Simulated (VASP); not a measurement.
# Nb (Im-3m) in VASP: single point with PBE

Aim: the single point of Nb with PBE.

Program: VASP 6.6.1. These are calculated values, not measurements. Logs are shortened: lines on timing, memory, paths and dates and some standing lists are left out, and cuts for length are marked.

### Step 1. The cell of the first run

Symmetry: Im-3m, No. 229, cubic system. The conventional cell has a = 3.328 Å, b = 3.328 Å, c = 3.328 Å, α = 90.00°, β = 90.00°, γ = 90.00°. Nb (site symmetry m-3m) has 14 Nb at 2.88 to 3.33 Å within 3.8 Å.

### Step 2. Single point, PBE

Contents of INCAR:

```
SYSTEM = Nb
  ALGO = Normal
  EDIFF = 1E-6
  ENCUT = 500
  GGA = PE
  GGA_COMPAT = .False.
  ISIF = 2
  ISMEAR = 1
  LASPH = .True.
  LCHARG = .True.
  LELF = .True.
  LREAL = .False.
  LVHAR = .True.
  LWAVE = .False.
  NBANDS = 12
  NELM = 120
  PREC = Accurate
  SIGMA = 0.1
```

Contents of KPOINTS:

```
k-points
0
Gamma
  13 13 13
  0 0 0
```

Contents of POSCAR:

```
Nb
1.0
   -1.6639500000      1.6639500000      1.6639500000
    1.6639500000     -1.6639500000      1.6639500000
    1.6639500000      1.6639500000     -1.6639500000
Nb
1
Direct
    0.0000000000      0.0000000000      0.0000000000
```

Potentials or basis: VASP PAW PBE potentials, release 64 (Nb_sv).

The run is started by

```
$ cat potpaw_PBE.64/Nb_sv/POTCAR > POTCAR
$ mpirun -np 1 vasp_std > vasp.out
```

OUTCAR:

```text
SYSTEM = Nb
   EDIFF = 1E-6
   ENCUT = 500
   GGA = PE
   ISIF = 2
   ISMEAR = 1
   LASPH = .True.
   LREAL = .False.
   NELM = 120
   PREC = Accurate

 ion  position               nearest neighbor table
   1  0.000  0.000  0.000-

  LATTYP: Found a body centered cubic cell.
 ALAT       =     3.3279000000

  Lattice vectors:

 A1 = (  -1.6639500000,   1.6639500000,   1.6639500000)
 A2 = (   1.6639500000,  -1.6639500000,   1.6639500000)
 A3 = (   1.6639500000,   1.6639500000,  -1.6639500000)

Analysis of symmetry for initial positions (statically):
=====================================================================
 Subroutine PRICEL returns:
 Original cell was already a primitive cell.

 Routine SETGRP: Setting up the symmetry group for a
 body centered cubic supercell.

 Subroutine GETGRP returns: Found 48 space group operations
 (whereof 48 operations were pure point group operations)
 out of a pool of 48 trial point group operations.

The static configuration has the point symmetry O_h .

Analysis of symmetry for dynamics (positions and initial velocities):
=====================================================================
 Subroutine PRICEL returns:
 Original cell was already a primitive cell.

 Routine SETGRP: Setting up the symmetry group for a
 body centered cubic supercell.

 Subroutine GETGRP returns: Found 48 space group operations
 (whereof 48 operations were pure point group operations)
 out of a pool of 48 trial point group operations.

The dynamic configuration has the point symmetry O_h .

 Subroutine INISYM returns: Found 48 space group operations
 (whereof 48 operations are pure point group operations),
 and found     1 'primitive' translations

----------------------------------------------------------------------------------------

                                     Primitive cell

  volume of cell :      18.4281

  direct lattice vectors                    reciprocal lattice vectors
    -1.663950000  1.663950000  1.663950000     0.000000000  0.300489798  0.300489798
     1.663950000 -1.663950000  1.663950000     0.300489798  0.000000000  0.300489798
     1.663950000  1.663950000 -1.663950000     0.300489798  0.300489798  0.000000000

  length of vectors
     2.882045941  2.882045941  2.882045941     0.424956748  0.424956748  0.424956748

  position of ions in fractional coordinates (direct lattice)
     0.000000000  0.000000000  0.000000000

  ion indices of the primitive-cell ions
   primitive index   ion index
                 1           1

----------------------------------------------------------------------------------------

 KPOINTS: k-points

Automatic generation of k-mesh.
 Grid dimensions read from file:
 generate k-points for:   13   13   13

 Generating k-lattice:

  Cartesian coordinates                     Fractional coordinates (reciprocal lattice)
     0.000000000  0.023114600  0.023114600     0.076923077  0.000000000  0.000000000
     0.023114600  0.000000000  0.023114600     0.000000000  0.076923077  0.000000000
     0.023114600  0.023114600  0.000000000     0.000000000  0.000000000  0.076923077

  Length of vectors
     0.032688981  0.032688981  0.032688981

  Shift w.r.t. Gamma in fractional coordinates (k-lattice)
     0.000000000  0.000000000  0.000000000

 Subroutine IBZKPT returns following result:
 ===========================================

 Found     84 irreducible k-points:

 Following reciprocal coordinates:
            Coordinates               Weight
  0.000000  0.000000  0.000000      1.000000
  0.076923  0.000000  0.000000     12.000000
  0.153846  0.000000  0.000000     12.000000
  0.230769  0.000000  0.000000     12.000000
  0.307692  0.000000  0.000000     12.000000
  0.384615  0.000000  0.000000     12.000000
[... 16 lines left out ...]
  0.153846  0.076923  0.076923     24.000000
  0.230769  0.076923  0.076923     24.000000
 [... further k-points ...]
   k-points           NKPTS =     84   k-points in BZ     NKDIM =     84   number of bands    NBANDS=     12
   number of dos      NEDOS =    301   number of ions     NIONS =      1
   total plane-waves  NPLWV =  13824
   dimension x,y,z NGX =    24 NGY =   24 NGZ =   24
   dimension x,y,z NGXF=    48 NGYF=   48 NGZF=   48
   ions per type =               1
   NGX,Y,Z   is equivalent  to a cutoff of  13.84, 13.84, 13.84 a.u.
   NGXF,Y,Z  is equivalent  to a cutoff of  27.69, 27.69, 27.69 a.u.
 SYSTEM =  Nb
   PREC   = accura    normal or accurate (medium, high low for compatibility)
   ISTART =      0    job   : 0-new  1-cont  2-samecut
   ICHARG =      2    charge: 1-file 2-atom 10-const
   ISPIN  =      1    spin polarized calculation?
   LNONCOLLINEAR =      F non collinear calculations
   LSORBIT =      F    spin-orbit coupling
   LASPH  =      T    aspherical Exc in radial PAW
   ENCUT  =  500.0 eV  36.75 Ry    6.06 a.u.   5.25  5.25  5.25*2*pi/ulx,y,z
   NELM   =    120;   NELMIN=  2; NELMDL= -5     # of ELM steps
   EDIFF  = 0.1E-05   stopping-criterion for ELM
   LREAL  =      F    real-space projection
   EDIFFG = 0.1E-04   stopping-criterion for IOM
   NSW    =      0    number of steps for IOM
   IBRION =     -1    ionic relax: 0-MD 1-quasi-New 2-CG
   NFREE  =      0    steps in history (QN), initial steepest desc. (CG)
   ISIF   =      2    stress and relaxation
   ISYM   =      2    0-nonsym 1-usesym 2-fastsym
   POTIM  = 0.5000    time-step for ionic-motion
   TEBEG  =    0.0;   TEEND  =   0.0 temperature during run
   PSTRESS=    0.0 pullay stress
   NELECT =      13.0000    total number of electrons
   NUPDOWN=      -1.0000    fix difference up-down
   EMIN   =  10.00;   EMAX   =-10.00  energy-range for DOS
   EFERMI =   0.00;   METHOD = LEGACY
   ISMEAR =     1;   SIGMA  =   0.10  broadening in eV -4-tet -1-fermi 0-gaus
   EFERMI_NEDOS =   21; number of points for ismear=-14 and -15
   IALGO  =     38    algorithm
   IMIX   =      4    mixing-type and parameters
     AMIX     =   0.40;   BMIX     =  1.00
     AMIX_MAG =   1.60;   BMIX_MAG =  1.00
  volume/ion in A,a.u.               =      18.43       124.36
  Fermi-wavevector in a.u.,A,eV,Ry     =   1.457345  2.753983 28.896790  2.123854
  Thomas-Fermi vector in A             =   2.574157
   LORBIT       =      0    0 simple, 1 ext, 2 COOP (PROOUT), +10 PAW based schemes
   GGA     = PE    functional components
   LHFCALC =     F    Hartree Fock is set to
   AEXX    =    0.0000 exact exchange contribution
   IVDW    =     0    specifies the selected vdW correction
   LEPSILON=     F    determine dielectric tensor
   LRPA    =     F    only Hartree local field effects (RPA)
 non-spin polarized calculation
 Methfessel and Paxton  Order N= 1 SIGMA  =   0.10
  energy-cutoff  :      500.00
  volume of cell :       18.43
 maximum number of plane-waves:       478
 NGX is ok and might be reduce to    24
   NGX = 11   NGY = 11   NGZ = 11

 number of electron      12.9999999 magnetization

 Free energy of the ion-electron system (eV)
  ---------------------------------------------------
  ext. energy  EPLUGINS =         0.00000000
  ---------------------------------------------------
  free energy    TOTEN  =       -10.21838612 eV

  energy without entropy =      -10.21969585  energy(sigma->0) =      -10.21882270

 E-fermi :  10.8695     XC(G=0): -12.3810

 val. band max:       10.8580046189   @ k =   0.3077   0.1538   0.1538
 cond. band min:      10.9060771087   @ k =   0.0769   0.0769   0.0000
 fundamental gap:      0.0480724898
 Fermi energy:        10.8694596811

 k-point     1 :       0.0000    0.0000    0.0000
  band No.  band energies     occupation
      1     -43.5247      2.00000
      2     -18.8700      2.00000
      3     -18.8700      2.00000
      4     -18.8700      2.00000
      5       4.9634      2.00000
      6      11.2416     -0.00000
      7      11.2416     -0.00000
      8      11.2416     -0.00000
      9      14.0757      0.00000
     10      14.0757      0.00000
     11      25.0195      0.00000
     12      25.0195      0.00000

 k-point     2 :       0.0769    0.0000    0.0000
  band No.  band energies     occupation
      1     -43.5121      2.00000
      2     -18.9477      2.00000
      3     -18.8937      2.00000
      4     -18.8706      2.00000
      5       5.2005      2.00000
      6      11.0976     -0.00582
      7      11.2046     -0.00002
      8      11.4681     -0.00000
      9      13.8638      0.00000
     10      14.0774      0.00000
     11      25.2072      0.00000
     12      25.4303      0.00000

 k-point     3 :       0.1538    0.0000    0.0000
  band No.  band energies     occupation
      1     -43.4772      2.00000
      2     -19.1592      2.00000
      3     -18.9589      2.00000
      4     -18.8723      2.00000
      5       5.8501      2.00000
      6      10.7258      2.06072
      7      11.0311     -0.04461
      8      12.1309     -0.00000
      9      13.5410      0.00000
     10      14.1018      0.00000
     11      25.5428      0.00000
     12      26.5904      0.00000
[... 286 lines left out ...]
 k-point    23 :       0.1538    0.0769    0.0769
  band No.  band energies     occupation
      1     -43.4115      2.00000
      2     -19.5427      2.00000
      3     -19.0225      2.00000
      4     -18.9331      2.00000
      5       7.0961      2.00000
      6      10.0894      2.00000
      7      10.2405      2.00000
      8      13.7421      0.00000
      9      14.0795      0.00000
     10      14.1363      0.00000
     11      25.8993      0.00000
     12      26.5855      0.00000

 k-point    24 :       0.2308    0.0769    0.0769
  band No.  band energies     occupation
      1     -43.3633      2.00000
      2     -19.7729      2.00000
      3     -19.1446      2.00000
      4     -18.9416      2.00000
      5       7.7447      2.00000
      6       9.6901      2.00000
      7      10.3491      2.00000
      8      13.8914      0.00000
      9      14.3960      0.00000
     10      15.5174      0.00000
     11      24.7364      0.00000
     12      25.3058      0.00000

 [... further k-points ...]
[... 5 lines left out ...]
  --------------------------------------------------------------------------------------
  -------------------------------------------------------------------------------------
  Total       -0.4184360     -0.4184360     -0.4184360     -0.0000000      0.0000000      0.0000000
  in kB      -36.3796732    -36.3796732    -36.3796732     -0.0000000      0.0000000      0.0000000
  external PRESSURE =     -36.3796732 kB  Pullay stress =       0.0000000 kB

 VOLUME and BASIS-vectors are now :
 -----------------------------------------------------------------------------
  energy-cutoff  :      500.00
  volume of cell :       18.43
      direct lattice vectors                 reciprocal lattice vectors
    -1.663950000  1.663950000  1.663950000     0.000000000  0.300489798  0.300489798
     1.663950000 -1.663950000  1.663950000     0.300489798  0.000000000  0.300489798
     1.663950000  1.663950000 -1.663950000     0.300489798  0.300489798  0.000000000

 POSITION                                       TOTAL-FORCE (eV/Angst)
 -----------------------------------------------------------------------------------
      0.00000      0.00000      0.00000         0.000000      0.000000     -0.000000
 -----------------------------------------------------------------------------------
    total drift:                                0.000000      0.000000     -0.000000

  FREE ENERGIE OF THE ION-ELECTRON SYSTEM (eV)
  ---------------------------------------------------
  free  energy   TOTEN  =       -10.2183861206 eV

  energy  without entropy=      -10.2196958457  energy(sigma->0) =      -10.21882270
```

Wall time 16 s (1 thread of Intel Xeon Platinum 8259CL at 2.50GHz (Skylake/Cascade Lake), shared host); peak memory 0.14 GiB.

What came out:

```
Free energy : -10.2184 eV
Pressure    : -3.6 GPa
```

Levels at points of the mesh, in eV from the Fermi level:
```
           k point  band 3  band 4  band 5  band 6  band 7  band 8  band 9  band 10
(0.00, 0.00, 0.00)  -29.74  -29.74   -5.91    0.37    0.37    0.37    3.21     3.21
```
